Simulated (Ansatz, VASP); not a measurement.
Bi2Te3: VASP beside Ansatz

```
Bi Te
1.0
     4.46881    0.00000    0.00000
    -2.23441    3.87011    0.00000
     0.00000    0.00000   32.46592
Bi Te
4 6
Cartesian
  2.2344 1.2900 7.5000
  0.0000 0.0000 15.1093
  0.0000 2.5801 17.3567
  2.2344 1.2900 24.9659
  0.0000 0.0000 9.2916
  0.0000 2.5801 11.3046
  2.2344 1.2900 13.3177
  2.2344 1.2900 19.1482
  0.0000 0.0000 21.1613
  0.0000 2.5801 23.1743
```

Alike in both runs: task single point; functional PBE; k mesh 9 × 9 × 1; occupations gaussian, width 0.1 eV; no spin polarisation.

|  | VASP | Ansatz |
| --- | --- | --- |
| version | VASP 6.6.1 | Ansatz 0.2.0 |
| potentials or method | VASP PAW PBE potentials, release 64 (Bi_d, Te), cutoff 520 eV | scalar-relativistic, plane waves, PAW |
| valence electrons in the cell | 96 | 156 |

```csv
,VASP,Ansatz,Ansatz less VASP
gap on the k mesh at the Fermi level (eV),none,none,-
rms of the force components (eV/Å),0.133,0.137,+0.0031
```

A gap of «none» marks a metal or a gap that the smearing closes. VASP's potentials hold 96 valence electrons a cell and Ansatz's 156, so a difference there can come from the potentials and not from the codes. Ansatz's warnings: structure snapped to symmetry.

Spin-orbit coupling is off throughout.
